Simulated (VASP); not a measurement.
# Ga (P6/mmm) in VASP: further runs

Runs on Ga. Level: RPBE. Tasks: single point.

Everything below comes from runs of VASP 6.6.1. Logs are shortened: lines on timing, memory, paths and dates and some standing lists are left out, and cuts for length are marked.

**1. The cell of the first run**

Symmetry: P6/mmm, No. 191, hexagonal system. Conventional cell: a = 4.889 Å, b = 4.889 Å, c = 3.139 Å, α = 90.00°, β = 90.00°, γ = 120.00°. Within 4.1 Å of Ga (site symmetry 6/mmm) lie 14 Ga at 3.14 to 3.23 Å. Ga (site symmetry -6m2) has 11 Ga at 2.82 to 3.23 Å within 3.7 Å.

**2. Single point, RPBE (volume scaled by 1.08)**

The input, INCAR:

```
ALGO = Normal ; EDIFF = 1E-6
ENCUT = 520 ; GGA = RP
ISIF = 2 ; ISMEAR = -1
LASPH = True ; LCHARG = False
LREAL = False ; LWAVE = False
NBANDS = 26 ; NELM = 80
PREC = Accurate ; SIGMA = 0.1
```

The input, KPOINTS:

```
k-points
0
Gamma
  9 9 12
```

The input, POSCAR:

```
Ga
1.0
    4.8889732004      0.0000000000      0.0000000000
   -2.4444866002      4.2339749900      0.0000000000
    0.0000000000      0.0000000000      3.1391005606
Ga
3
Direct
    0.0000000000      0.0000000000      0.0000000000
    0.3333333333      0.6666666667      0.5000000000
    0.6666666667      0.3333333333      0.5000000000
```

Potentials or basis: VASP PAW PBE potentials, release 64 (Ga_d).

Run with:

```bash
cat potpaw_PBE.64/Ga_d/POTCAR > POTCAR
mpirun -np 1 vasp_std > vasp.out
```

OUTCAR:

```text
EDIFF = 1E-6
   ENCUT = 520
   GGA = RP
   ISIF = 2
   ISMEAR = -1
   LASPH = True
   LREAL = False
   NELM = 80
   PREC = Accurate

 ion  position               nearest neighbor table
   1  0.000  0.000  0.000-
   2  0.333  0.667  0.500-   3 2.82   3 2.82   3 2.82
   3  0.667  0.333  0.500-   2 2.82   2 2.82   2 2.82

  LATTYP: Found a hexagonal cell.
 ALAT       =     4.8889732004
 C/A-ratio  =     0.6420776781

  Lattice vectors:

 A1 = (   4.8889732004,   0.0000000000,   0.0000000000)
 A2 = (  -2.4444866002,   4.2339749900,   0.0000000000)
 A3 = (   0.0000000000,   0.0000000000,   3.1391005606)

Analysis of symmetry for initial positions (statically):
=====================================================================
 Subroutine PRICEL returns:
 Original cell was already a primitive cell.

 Routine SETGRP: Setting up the symmetry group for a
 hexagonal supercell.

 Subroutine GETGRP returns: Found 24 space group operations
 (whereof 24 operations were pure point group operations)
 out of a pool of 24 trial point group operations.

The static configuration has the point symmetry D_6h.

Analysis of symmetry for dynamics (positions and initial velocities):
=====================================================================
 Subroutine PRICEL returns:
 Original cell was already a primitive cell.

 Routine SETGRP: Setting up the symmetry group for a
 hexagonal supercell.

 Subroutine GETGRP returns: Found 24 space group operations
 (whereof 24 operations were pure point group operations)
 out of a pool of 24 trial point group operations.

The dynamic configuration has the point symmetry D_6h.

 Subroutine INISYM returns: Found 24 space group operations
 (whereof 24 operations are pure point group operations),
 and found     1 'primitive' translations

----------------------------------------------------------------------------------------

                                     Primitive cell

  volume of cell :      64.9787

  direct lattice vectors                    reciprocal lattice vectors
     4.888973200  0.000000000  0.000000000     0.204541927  0.118092337  0.000000000
    -2.444486600  4.233974990  0.000000000     0.000000000  0.236184673  0.000000000
     0.000000000  0.000000000  3.139100561     0.000000000  0.000000000  0.318562588

  length of vectors
     4.888973200  4.888973200  3.139100561     0.236184673  0.236184673  0.318562588

  position of ions in fractional coordinates (direct lattice)
     0.000000000  0.000000000  0.000000000
     0.333333333  0.666666667  0.500000000
     0.666666667  0.333333333  0.500000000

  ion indices of the primitive-cell ions
   primitive index   ion index
                 1           1
                 2           2
                 3           3

----------------------------------------------------------------------------------------

 KPOINTS: k-points

Automatic generation of k-mesh.
 Grid dimensions read from file:
 generate k-points for:    9    9   12

 Generating k-lattice:

  Cartesian coordinates                     Fractional coordinates (reciprocal lattice)
     0.022726881  0.013121371  0.000000000     0.111111111  0.000000000  0.000000000
     0.000000000  0.026242741  0.000000000     0.000000000  0.111111111  0.000000000
     0.000000000  0.000000000  0.026546882     0.000000000  0.000000000  0.083333333

  Length of vectors
     0.026242741  0.026242741  0.026546882

  Shift w.r.t. Gamma in fractional coordinates (k-lattice)
     0.000000000  0.000000000  0.000000000

 Subroutine IBZKPT returns following result:
 ===========================================

 Found     84 irreducible k-points:

 Following reciprocal coordinates:
            Coordinates               Weight
  0.000000  0.000000  0.000000      1.000000
  0.111111  0.000000  0.000000      6.000000
  0.222222  0.000000  0.000000      6.000000
  0.333333 -0.000000  0.000000      6.000000
  0.444444  0.000000  0.000000      6.000000
  0.111111  0.111111  0.000000      6.000000
[... 16 lines left out ...]
  0.333333  0.222222  0.083333     24.000000
  0.333333  0.333333  0.083333      4.000000
 [... further k-points ...]
   k-points           NKPTS =     84   k-points in BZ     NKDIM =     84   number of bands    NBANDS=     26
   number of dos      NEDOS =    301   number of ions     NIONS =      3
   total plane-waves  NPLWV =  31104
   dimension x,y,z NGX =    36 NGY =   36 NGZ =   24
   dimension x,y,z NGXF=    72 NGYF=   72 NGZF=   48
   ions per type =               3
   NGX,Y,Z   is equivalent  to a cutoff of  12.24, 12.24, 12.71 a.u.
   NGXF,Y,Z  is equivalent  to a cutoff of  24.48, 24.48, 25.42 a.u.
 SYSTEM =  unknown system
   PREC   = accura    normal or accurate (medium, high low for compatibility)
   ISTART =      0    job   : 0-new  1-cont  2-samecut
   ICHARG =      2    charge: 1-file 2-atom 10-const
   ISPIN  =      1    spin polarized calculation?
   LNONCOLLINEAR =      F non collinear calculations
   LSORBIT =      F    spin-orbit coupling
   LASPH  =      T    aspherical Exc in radial PAW
   ENCUT  =  520.0 eV  38.22 Ry    6.18 a.u.   9.09  9.09  5.84*2*pi/ulx,y,z
   NELM   =     80;   NELMIN=  2; NELMDL= -5     # of ELM steps
   EDIFF  = 0.1E-05   stopping-criterion for ELM
   LREAL  =      F    real-space projection
   EDIFFG = 0.1E-04   stopping-criterion for IOM
   NSW    =      0    number of steps for IOM
   IBRION =     -1    ionic relax: 0-MD 1-quasi-New 2-CG
   NFREE  =      0    steps in history (QN), initial steepest desc. (CG)
   ISIF   =      2    stress and relaxation
   ISYM   =      2    0-nonsym 1-usesym 2-fastsym
   POTIM  = 0.5000    time-step for ionic-motion
   TEBEG  =    0.0;   TEEND  =   0.0 temperature during run
   PSTRESS=    0.0 pullay stress
   NELECT =      39.0000    total number of electrons
   NUPDOWN=      -1.0000    fix difference up-down
   EMIN   =  10.00;   EMAX   =-10.00  energy-range for DOS
   EFERMI =   0.00;   METHOD = LEGACY
   ISMEAR =    -1;   SIGMA  =   0.10  broadening in eV -4-tet -1-fermi 0-gaus
   EFERMI_NEDOS =   21; number of points for ismear=-14 and -15
   IALGO  =     38    algorithm
   IMIX   =      4    mixing-type and parameters
     AMIX     =   0.40;   BMIX     =  1.00
     AMIX_MAG =   1.60;   BMIX_MAG =  1.00
  volume/ion in A,a.u.               =      21.66       146.17
  Fermi-wavevector in a.u.,A,eV,Ry     =   1.380933  2.609585 25.945987  1.906976
  Thomas-Fermi vector in A             =   2.505764
   LORBIT       =      0    0 simple, 1 ext, 2 COOP (PROOUT), +10 PAW based schemes
   GGA     = RP    functional components
   LHFCALC =     F    Hartree Fock is set to
   AEXX    =    0.0000 exact exchange contribution
   IVDW    =     0    specifies the selected vdW correction
   LEPSILON=     F    determine dielectric tensor
   LRPA    =     F    only Hartree local field effects (RPA)
 non-spin polarized calculation
  energy-cutoff  :      520.00
  volume of cell :       64.98
 maximum number of plane-waves:      1768
   NGX = 19   NGY = 19   NGZ = 11

 number of electron      38.9999970 magnetization

 Free energy of the ion-electron system (eV)
  ---------------------------------------------------
  ext. energy  EPLUGINS =         0.00000000
  ---------------------------------------------------
  free energy    TOTEN  =        -7.51056044 eV

  energy without entropy =       -7.45666971  energy(sigma->0) =       -7.48361508

 E-fermi :   4.4701     XC(G=0): -10.2122

 val. band max:        4.4485522484   @ k =   0.1111   0.1111   0.2500
 cond. band min:       4.5125702002   @ k =   0.2222   0.2222   0.0833
 fundamental gap:      0.0640179517
 Fermi energy:         4.4701109766

 k-point     1 :       0.0000    0.0000    0.0000
  band No.  band energies     occupation
      1     -10.4927      2.00000
      2     -10.3691      2.00000
      3     -10.3691      2.00000
      4     -10.3508      2.00000
      5     -10.3476      2.00000
      6     -10.3298      2.00000
[... 18 lines left out ...]
     25      14.9382      0.00000
     26      14.9714      0.00000

 k-point     2 :       0.1111    0.0000    0.0000
  band No.  band energies     occupation
      1     -10.4893      2.00000
      2     -10.3867      2.00000
      3     -10.3819      2.00000
      4     -10.3541      2.00000
      5     -10.3424      2.00000
      6     -10.3385      2.00000
[... 18 lines left out ...]
     25      14.6216      0.00000
     26      14.7400      0.00000

 k-point     3 :       0.2222    0.0000    0.0000
  band No.  band energies     occupation
      1     -10.4803      2.00000
      2     -10.4167      2.00000
      3     -10.4048      2.00000
      4     -10.3643      2.00000
      5     -10.3514      2.00000
      6     -10.3446      2.00000
[... 18 lines left out ...]
     25      13.4086      0.00000
     26      13.7334      0.00000

 k-point     4 :       0.3333   -0.0000    0.0000
  band No.  band energies     occupation
      1     -10.4706      2.00000
      2     -10.4420      2.00000
      3     -10.4232      2.00000
      4     -10.3765      2.00000
      5     -10.3615      2.00000
      6     -10.3476      2.00000
[... 18 lines left out ...]
     25      12.6498      0.00000
     26      12.6504      0.00000
[... 496 lines left out ...]
      1     -10.4657      2.00000
      2     -10.4433      2.00000
      3     -10.4324      2.00000
      4     -10.3646      2.00000
      5     -10.3573      2.00000
      6     -10.3468      2.00000
[... 18 lines left out ...]
     25      11.6129      0.00000
     26      11.7338      0.00000

 k-point    23 :       0.3333    0.2222    0.0833
  band No.  band energies     occupation
      1     -10.4722      2.00000
      2     -10.4425      2.00000
      3     -10.4388      2.00000
      4     -10.3655      2.00000
      5     -10.3580      2.00000
      6     -10.3450      2.00000
[... 18 lines left out ...]
     25      11.7889      0.00000
     26      12.1503      0.00000

 k-point    24 :       0.3333    0.3333    0.0833
  band No.  band energies     occupation
      1     -10.4758      2.00000
      2     -10.4412      2.00000
      3     -10.4412      2.00000
      4     -10.3626      2.00000
      5     -10.3502      2.00000
      6     -10.3502      2.00000
[... 18 lines left out ...]
     25      12.7029      0.00000
     26      12.7030      0.00000

 [... further k-points ...]
[... 5 lines left out ...]
  --------------------------------------------------------------------------------------
  -------------------------------------------------------------------------------------
  Total       -0.8734315     -0.8734315     -1.0080079      0.0000000     -0.0000000      0.0000000
  in kB      -21.5361590    -21.5361590    -24.8544036      0.0000000     -0.0000000      0.0000000
  external PRESSURE =     -22.6422406 kB  Pullay stress =       0.0000000 kB

 VOLUME and BASIS-vectors are now :
 -----------------------------------------------------------------------------
  energy-cutoff  :      520.00
  volume of cell :       64.98
      direct lattice vectors                 reciprocal lattice vectors
     4.888973200  0.000000000  0.000000000     0.204541927  0.118092337  0.000000000
    -2.444486600  4.233974990  0.000000000     0.000000000  0.236184673  0.000000000
     0.000000000  0.000000000  3.139100561     0.000000000  0.000000000  0.318562588

 POSITION                                       TOTAL-FORCE (eV/Angst)
 -----------------------------------------------------------------------------------
      0.00000      0.00000      0.00000        -0.000000      0.000000     -0.000000
     -0.00000      2.82265      1.56955        -0.000000      0.000000      0.000000
      2.44449      1.41132      1.56955         0.000000     -0.000000     -0.000000
 -----------------------------------------------------------------------------------
    total drift:                                0.000000      0.000000     -0.000000

  FREE ENERGIE OF THE ION-ELECTRON SYSTEM (eV)
  ---------------------------------------------------
  free  energy   TOTEN  =        -7.5105604417 eV

  energy  without entropy=       -7.4566697146  energy(sigma->0) =       -7.48361508
```

Wall time 72 s (1 thread of Intel Xeon 6975P-C, shared host); peak memory 0.25 GiB.

What came out:

- Free energy: -7.5106 eV
- Pressure: -2.3 GPa

Caveat: the PAW data sets were made with another functional, which shifts forces and pressure a little.

**3. Single point, RPBE (volume scaled by 1.12)**

The input, INCAR:

```
SYSTEM = Ga
PREC     = Accurate       ! precision mode
ENCUT    = 520            ! plane-wave cutoff, eV
EDIFF    = 1E-7           ! SCF threshold, eV
ISMEAR   = -1             ! smearing method
SIGMA    = 0.1            ! smearing width, eV
LREAL    = .False.        ! projectors in reciprocal space
LASPH    = .True.         ! aspherical terms in the spheres
NELM     = 60             ! most SCF steps
ALGO     = Normal         ! electronic algorithm
ISIF     = 2              ! what is computed and relaxed
LWAVE    = .False.        ! write WAVECAR
LCHARG   = .False.        ! write CHGCAR
GGA      = RP             ! functional
NBANDS   = 26             ! bands
```

The input, KPOINTS:

```
regular mesh
0
Gamma
  9 9 12
  0 0 0
```

The input, POSCAR:

```
Ga
1.0
    4.9486007014      0.0000000000      0.0000000000
   -2.4743003507      4.2856139206      0.0000000000
    0.0000000000      0.0000000000      3.1773860480
Ga
3
Direct
    0.0000000000      0.0000000000      0.0000000000
    0.3333333333      0.6666666667      0.5000000000
    0.6666666667      0.3333333333      0.5000000000
```

Potentials or basis: VASP PAW PBE potentials, release 64 (Ga_d).

Run with:

```bash
cat potpaw_PBE.64/Ga_d/POTCAR > POTCAR
mpirun -np 1 vasp_std > vasp.out
```

It took 96 s on 1 thread of Intel Xeon 6975P-C, shared host; peak memory 0.25 GiB.

Results (log left out):

* Free energy: -7.4678 eV
* Pressure: -3.3 GPa

Stress tensor (GPa, compression positive):
```
-3.18  0.00  0.00
 0.00 -3.18  0.00
 0.00  0.00 -3.40
```

Levels at points of the mesh, in eV from the Fermi level:
```tsv
k point	band 17	band 18	band 19	band 20	band 21	band 22
(0.00, 0.00, 0.00)	-2.90	-2.60	-0.83	-0.83	-0.61	-0.61
(0.00, 0.00, 0.50)	-5.45	0.18	1.12	1.25	1.25	1.44
```

Caveat: the PAW data sets were made with another functional, which shifts forces and pressure a little.
